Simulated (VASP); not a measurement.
# PbF2 (I4/mmm) in VASP: single point with HSE06

Aim: the single point of PbF2 with HSE06.

All numbers are computed with VASP 6.6.1; they aren't measurements. Logs are shortened: lines on timing, memory, paths and dates and some standing lists are left out, and cuts for length are marked.

### Step 1. The cell of the first run

Symmetry: I4/mmm, No. 139, tetragonal system. Conventional cell: a = 4.166 Å, b = 4.166 Å, c = 6.042 Å, α = 90.00°, β = 90.00°, γ = 90.00°. Within 3.4 Å of Pb (site symmetry 4/mmm) lie 8 F at 2.57 Å. Within 3.4 Å of F (site symmetry -4m2) lie 4 Pb at 2.57 Å and 6 F at 2.95 to 3.02 Å.

### Step 2. Single point, HSE06 (uniaxial y strain +2.6%)

The input, POSCAR:

```
PbF2
1.0
    0.0000000000      3.0212209756      2.9458082836
    2.9458082836      0.0000000000      2.9458082836
    2.9458082836      3.0212209756      0.0000000000
Pb F
1 2
Direct
    0.0000000000      0.0000000000      0.0000000000
    0.2500000000      0.2500000000      0.2500000000
    0.7500000000      0.7500000000      0.7500000000
```

The input, INCAR.step1:

```
SYSTEM = PbF2
ALGO = Normal
EDIFF = 1E-5
ENCUT = 520
GGA = PE
GGA_COMPAT = .FALSE.
ISIF = 2
ISMEAR = 0
KPAR = 4
LASPH = .TRUE.
LCHARG = .FALSE.
LREAL = .FALSE.
LWAVE = .TRUE.
NBANDS = 21
NELM = 120
PREC = Accurate
SIGMA = 0.01
```

The input, INCAR.step2:

```
SYSTEM = PbF2
ALGO = Normal
EDIFF = 1E-6
ENCUT = 520
GGA = PE
GGA_COMPAT = .FALSE.
HFSCREEN = 0.2079
ISIF = 2
ISMEAR = 0
ISTART = 1
KPAR = 4
LASPH = .TRUE.
LCHARG = .FALSE.
LHFCALC = .TRUE.
LREAL = .FALSE.
LWAVE = .FALSE.
NBANDS = 21
NELM = 120
PREC = Accurate
PRECFOCK = Normal
SIGMA = 0.01
```

The input, KPOINTS:

```
k-points
0
G
  6 6 6
  0 0 0
```

Potentials or basis: VASP PAW PBE potentials, release 64 (Pb_d, F).

Started as:

```
> cat potpaw_PBE.64/Pb_d/POTCAR potpaw_PBE.64/F/POTCAR > POTCAR
> cp INCAR.step1 INCAR
> mpirun -np 4 vasp_std > vasp.out
> cp INCAR.step2 INCAR
> mpirun -np 4 vasp_std > vasp.out
```

OUTCAR:

```text
SYSTEM = PbF2
   EDIFF = 1E-6
   ENCUT = 520
   GGA = PE
   HFSCREEN = 0.2079
   ISIF = 2
   ISMEAR = 0
   ISTART = 1
   LASPH = .TRUE.
   LHFCALC = .TRUE.
   LREAL = .FALSE.
   NELM = 120
   PREC = Accurate
   PRECFOCK = Normal

 ion  position               nearest neighbor table
   1  0.000  0.000  0.000-   3 2.57   3 2.57   3 2.57   2 2.57   3 2.57   2 2.57   2 2.57   2 2.57

   2  0.250  0.250  0.250-   1 2.57   1 2.57   1 2.57   1 2.57
   3  0.750  0.750  0.750-   1 2.57   1 2.57   1 2.57   1 2.57

  LATTYP: Found a body centered tetragonal cell.
 ALAT       =     4.1660020268
 C/A-ratio  =     1.4504174295

  Lattice vectors:

 A1 = (   0.0000000000,  -3.0212209756,   2.9458082836)
 A2 = (   0.0000000000,  -3.0212209756,  -2.9458082836)
 A3 = (   2.9458082836,   3.0212209756,   0.0000000000)

Analysis of symmetry for initial positions (statically):
=====================================================================
 Subroutine PRICEL returns:
 Original cell was already a primitive cell.

 Routine SETGRP: Setting up the symmetry group for a
 body centered tetragonal supercell.

 Subroutine GETGRP returns: Found 16 space group operations
 (whereof 16 operations were pure point group operations)
 out of a pool of 16 trial point group operations.

The static configuration has the point symmetry D_4h.

Analysis of symmetry for dynamics (positions and initial velocities):
=====================================================================
 Subroutine PRICEL returns:
 Original cell was already a primitive cell.

 Routine SETGRP: Setting up the symmetry group for a
 body centered tetragonal supercell.

 Subroutine GETGRP returns: Found 16 space group operations
 (whereof 16 operations were pure point group operations)
 out of a pool of 16 trial point group operations.

The dynamic configuration has the point symmetry D_4h.

 Subroutine INISYM returns: Found 16 space group operations
 (whereof 16 operations are pure point group operations),
 and found     1 'primitive' translations

----------------------------------------------------------------------------------------

                                     Primitive cell

  volume of cell :      52.4350

  direct lattice vectors                    reciprocal lattice vectors
     0.000000000  3.021220976  2.945808284    -0.169732702  0.165496004  0.169732702
     2.945808284  0.000000000  2.945808284     0.169732702 -0.165496004  0.169732702
     2.945808284  3.021220976  0.000000000     0.169732702  0.165496004 -0.169732702

  length of vectors
     4.219663805  4.166002027  4.219663805     0.291560127  0.291560127  0.291560127

  position of ions in fractional coordinates (direct lattice)
     0.000000000  0.000000000  0.000000000
     0.250000000  0.250000000  0.250000000
     0.750000000  0.750000000  0.750000000

  ion indices of the primitive-cell ions
   primitive index   ion index
                 1           1
                 2           2
                 3           3

----------------------------------------------------------------------------------------

 KPOINTS: k-points

Automatic generation of k-mesh.
 Grid dimensions read from file:
 generate k-points for:    6    6    6

 Generating k-lattice:

  Cartesian coordinates                     Fractional coordinates (reciprocal lattice)
    -0.028288784  0.027582667  0.028288784     0.166666667  0.000000000  0.000000000
     0.028288784 -0.027582667  0.028288784     0.000000000  0.166666667  0.000000000
     0.028288784  0.027582667 -0.028288784     0.000000000  0.000000000  0.166666667

  Length of vectors
     0.048593355  0.048593355  0.048593355

  Shift w.r.t. Gamma in fractional coordinates (k-lattice)
     0.000000000  0.000000000  0.000000000

 Subroutine IBZKPT returns following result:
 ===========================================

 Found     30 irreducible k-points:

 Following reciprocal coordinates:
            Coordinates               Weight
  0.000000  0.000000  0.000000      1.000000
  0.166667  0.000000  0.000000      8.000000
  0.333333  0.000000  0.000000      8.000000
  0.500000  0.000000  0.000000      4.000000
  0.166667  0.166667  0.000000      4.000000
  0.333333  0.166667 -0.000000     16.000000
[... 16 lines left out ...]
  0.333333 -0.333333  0.166667     16.000000
  0.500000 -0.333333  0.166667      4.000000
 [... further k-points ...]
   k-points           NKPTS =     30   k-points in BZ     NKDIM =    216   number of bands    NBANDS=     21
   number of dos      NEDOS =    301   number of ions     NIONS =      3
   total plane-waves  NPLWV =  32768
   dimension x,y,z NGX =    32 NGY =   32 NGZ =   32
   dimension x,y,z NGXF=    64 NGYF=   64 NGZF=   64
   ions per type =               1   2
   NGX,Y,Z   is equivalent  to a cutoff of  12.61, 12.77, 12.61 a.u.
   NGXF,Y,Z  is equivalent  to a cutoff of  25.21, 25.54, 25.21 a.u.
 SYSTEM =  PbF2
   PREC   = accura    normal or accurate (medium, high low for compatibility)
   ISTART =      1    job   : 0-new  1-cont  2-samecut
   ICHARG =      0    charge: 1-file 2-atom 10-const
   ISPIN  =      1    spin polarized calculation?
   LNONCOLLINEAR =      F non collinear calculations
   LSORBIT =      F    spin-orbit coupling
   LASPH  =      T    aspherical Exc in radial PAW
   ENCUT  =  520.0 eV  38.22 Ry    6.18 a.u.   7.85  7.75  7.85*2*pi/ulx,y,z
   NELM   =    120;   NELMIN=  2; NELMDL=  0     # of ELM steps
   EDIFF  = 0.1E-05   stopping-criterion for ELM
   LREAL  =      F    real-space projection
   EDIFFG = 0.1E-04   stopping-criterion for IOM
   NSW    =      0    number of steps for IOM
   IBRION =     -1    ionic relax: 0-MD 1-quasi-New 2-CG
   NFREE  =      0    steps in history (QN), initial steepest desc. (CG)
   ISIF   =      2    stress and relaxation
   ISYM   =      3    0-nonsym 1-usesym 2-fastsym
   POTIM  = 0.5000    time-step for ionic-motion
   TEBEG  =    0.0;   TEEND  =   0.0 temperature during run
   PSTRESS=    0.0 pullay stress
   NELECT =      28.0000    total number of electrons
   NUPDOWN=      -1.0000    fix difference up-down
   EMIN   =  10.00;   EMAX   =-10.00  energy-range for DOS
   EFERMI =   0.00;   METHOD = LEGACY
   ISMEAR =     0;   SIGMA  =   0.01  broadening in eV -4-tet -1-fermi 0-gaus
   EFERMI_NEDOS =   21; number of points for ismear=-14 and -15
   IALGO  =     38    algorithm
   IMIX   =      1    mixing-type and parameters
     AMIX     =   0.40;   BMIX     =  1.00
     AMIX_MAG =   1.60;   BMIX_MAG =  1.00
  volume/ion in A,a.u.               =      17.48       117.95
  Fermi-wavevector in a.u.,A,eV,Ry     =   1.328170  2.509878 24.001164  1.764036
  Thomas-Fermi vector in A             =   2.457428
   LORBIT       =      0    0 simple, 1 ext, 2 COOP (PROOUT), +10 PAW based schemes
   GGA     = PE    functional components
   LHFCALC =     T    Hartree Fock is set to
   PRECFOCK=normal    Normal, Fast or Accurate (Low or Medium for compatibility)
   ENCUT4O =  -1.0   cutoff for four orbital integrals eV
   NKREDX  =     1    reduce k-point grid by
   NKREDY  =     1    reduce k-point grid by
   NKREDZ  =     1    reduce k-point grid by
   AEXX    =    0.2500 exact exchange contribution
   HFSCREEN=    0.2079 screening length (either q_TF or 0.3 A-1)
   HFSCREENC=   0.2079 screening length for correlation (either q_TF or 0.3 A-1)
   ENCUTFOCK=  -1.0 apply spherical cutoff to Coloumb kernel
   IVDW    =     0    specifies the selected vdW correction
   LEPSILON=     F    determine dielectric tensor
   LRPA    =     F    only Hartree local field effects (RPA)
 non-spin polarized calculation
 Gauss-broadening in eV      SIGMA  =   0.01
  energy-cutoff  :      520.00
  volume of cell :       52.44
 maximum number of plane-waves:      1424
  NGX = 24; NGY = 24; NGZ = 24

 number of electron      28.0000011 magnetization

 Free energy of the ion-electron system (eV)
  ---------------------------------------------------
  ext. energy  EPLUGINS =         0.00000000
  ---------------------------------------------------
  free energy    TOTEN  =       -17.83174990 eV

  energy without entropy =      -17.83174990  energy(sigma->0) =      -17.83174990

 E-fermi :   0.9897     XC(G=0):  -7.7073

 val. band max:        0.8977896946   @ k =   0.5000  -0.1667   0.3333
 cond. band min:       6.5655410718   @ k =   0.5000   0.5000   0.0000
 fundamental gap:      5.6677513772
 Fermi energy:         0.9896720820

 k-point     1 :       0.0000    0.0000    0.0000
  band No.  band energies     occupation
      1     -22.3749      2.00000
      2     -21.7523      2.00000
      3     -14.7570      2.00000
      4     -14.7397      2.00000
      5     -14.7397      2.00000
      6     -14.6730      2.00000
[... 13 lines left out ...]
     20      17.8115      0.00000
     21      19.8006      0.00000

 k-point     2 :       0.1667    0.0000    0.0000
  band No.  band energies     occupation
      1     -22.3230      2.00000
      2     -21.7986      2.00000
      3     -14.7414      2.00000
      4     -14.7293      2.00000
      5     -14.6902      2.00000
      6     -14.6732      2.00000
[... 13 lines left out ...]
     20      17.1250      0.00000
     21      18.9905      0.00000

 k-point     3 :       0.3333    0.0000    0.0000
  band No.  band energies     occupation
      1     -22.1984      2.00000
      2     -21.9093      2.00000
      3     -14.7273      2.00000
      4     -14.7189      2.00000
      5     -14.6629      2.00000
      6     -14.6537      2.00000
[... 13 lines left out ...]
     20      16.4419      0.00000
     21      17.3705      0.00000
[... 457 lines left out ...]
 k-point    23 :       0.3333   -0.3333    0.1667
  band No.  band energies     occupation
      1     -22.0595      2.00000
      2     -22.0263      2.00000
      3     -14.6886      2.00000
      4     -14.6781      2.00000
      5     -14.6566      2.00000
      6     -14.6131      2.00000
[... 13 lines left out ...]
     20      19.0512      0.00000
     21      19.1440      0.00000

 k-point    24 :       0.5000   -0.3333    0.1667
  band No.  band energies     occupation
      1     -22.0559      2.00000
      2     -22.0248      2.00000
      3     -14.6972      2.00000
      4     -14.6549      2.00000
      5     -14.6537      2.00000
      6     -14.6282      2.00000
[... 13 lines left out ...]
     20      17.9500      0.00000
     21      19.1414      0.00000

 [... further k-points ...]

------------------------ aborting loop because EDIFF is reached ----------------------------------------

  FORCE on cell =-STRESS in cart. coord.  units (eV):
  Direction    XX          YY          ZZ          XY          YZ          ZX
  --------------------------------------------------------------------------------------
  -------------------------------------------------------------------------------------
  Total        0.2518502     -0.2212663      0.2518502      0.0000000      0.0000000      0.0000000
  in kB        7.6954033     -6.7608987      7.6954033      0.0000000      0.0000000      0.0000000
  external PRESSURE =       2.8766360 kB  Pullay stress =       0.0000000 kB

 VOLUME and BASIS-vectors are now :
 -----------------------------------------------------------------------------
  energy-cutoff  :      520.00
  volume of cell :       52.44
      direct lattice vectors                 reciprocal lattice vectors
     0.000000000  3.021220976  2.945808284    -0.169732702  0.165496004  0.169732702
     2.945808284  0.000000000  2.945808284     0.169732702 -0.165496004  0.169732702
     2.945808284  3.021220976  0.000000000     0.169732702  0.165496004 -0.169732702

 POSITION                                       TOTAL-FORCE (eV/Angst)
 -----------------------------------------------------------------------------------
      0.00000      0.00000      0.00000        -0.000000     -0.000000     -0.000000
      1.47290      1.51061      1.47290        -0.000000      0.000000     -0.000000
      4.41871      4.53183      4.41871         0.000000     -0.000000      0.000000
 -----------------------------------------------------------------------------------
    total drift:                               -0.000001     -0.000000     -0.000000

  FREE ENERGIE OF THE ION-ELECTRON SYSTEM (eV)
  ---------------------------------------------------
  free  energy   TOTEN  =       -17.8317499049 eV

  energy  without entropy=      -17.8317499049  energy(sigma->0) =      -17.83174990
```

Run time: 43 min. Hardware: 4 MPI ranks of Intel Xeon Platinum 8375C at 2.90GHz (Ice Lake), shared host; peak memory 0.31 GiB.

What came out:

| Property | Result |
| --- | --- |
| Free energy | -17.8317 eV |
| Pressure | 0.3 GPa |
| Band gap on the k mesh | 5.67 eV (least direct gap 5.82 eV) |

Stress tensor (GPa, compression positive):
```
 0.77  0.00  0.00
 0.00 -0.68  0.00
 0.00  0.00  0.77
```

Caveat: the cell differs from its parent crystal (uniaxial y strain +2.6%); the PAW data sets were made with another functional, which shifts forces and pressure a little; spin-orbit coupling is left out, which moves the levels of the heavy elements. A k mesh can miss the band edges.
